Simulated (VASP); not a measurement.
## PdPt2: single point with PBE

PdPt2, a sheet with vacuum:

```xyz
3
Lattice="2.6938 0.0000 0.0000 0.0000 2.6938 0.0000 0.0000 0.0000 30.5181" Properties=species:S:1:pos:R:3 pbc="T T T"
Pd    1.3469    1.3469    9.0000
Pt    0.0000    0.0000   11.0155
Pt    0.0000    0.0000    6.9845
```

The cell was built from a structure type or drawn by symmetry, and may not be a known phase.

* Program: VASP 6.6.1
* Task: single point
* Functional: PBE
* Potentials or basis: VASP PAW PBE potentials, release 64 (Pd, Pt)
* Cutoff: 520 eV
* k mesh: 18 × 18 × 1
* Occupations: gaussian, width 0.1 eV
* Spin: collinear spin
* Starting moments: [0.3, 0.31, 0.31] μB

The largest force is 0.145 eV/Å, the band gap on the k mesh is zero (filled and empty bands overlap) and the net moment is 0.00 μB per cell. The valence electrons inside the program's atomic spheres are Pd 9.49; Pt 9.12.

Forces on the atoms (eV/Å):
```
Pd   0.000  0.000  0.000
Pt   0.000  0.000  0.145
Pt   0.000  0.000 -0.145
```

Levels at points of the mesh, in eV from the Fermi level:
Spin up:
| k point | band 11 | band 12 | band 13 | band 14 | band 15 | band 16 | band 17 | band 18 | band 19 | band 20 |
| --- | --- | --- | --- | --- | --- | --- | --- | --- | --- | --- |
| (0.00, 0.00, 0.00) | -0.87 | -0.85 | -0.85 | -0.09 | 0.14 | 0.19 | 0.19 | 0.31 | 1.89 | 5.53 |
| (0.50, 0.00, 0.00) | -1.43 | -0.51 | -0.50 | -0.23 | 0.09 | 1.05 | 2.10 | 2.52 | 4.79 | 5.07 |
| (0.50, 0.50, 0.00) | -0.83 | -0.04 | 0.32 | 1.57 | 1.57 | 4.64 | 4.64 | 7.47 | 7.47 | 9.31 |
Spin down:
```
           k point  band 12  band 13  band 14  band 15  band 16  band 17  band 18  band 19
(0.00, 0.00, 0.00)    -0.85    -0.85    -0.09     0.14     0.19     0.19     0.31     1.89
(0.50, 0.00, 0.00)    -0.51    -0.50    -0.23     0.09     1.05     2.10     2.52     4.79
(0.50, 0.50, 0.00)    -0.04     0.32     1.57     1.57     4.64     4.64     7.47     7.47
```

It took 11 min on 1 thread of Oxide Virtual Turin-like Processor (shared host), peak memory 0.68 GiB.

Caveat: spin-orbit coupling is left out, which moves the levels of the heavy elements.
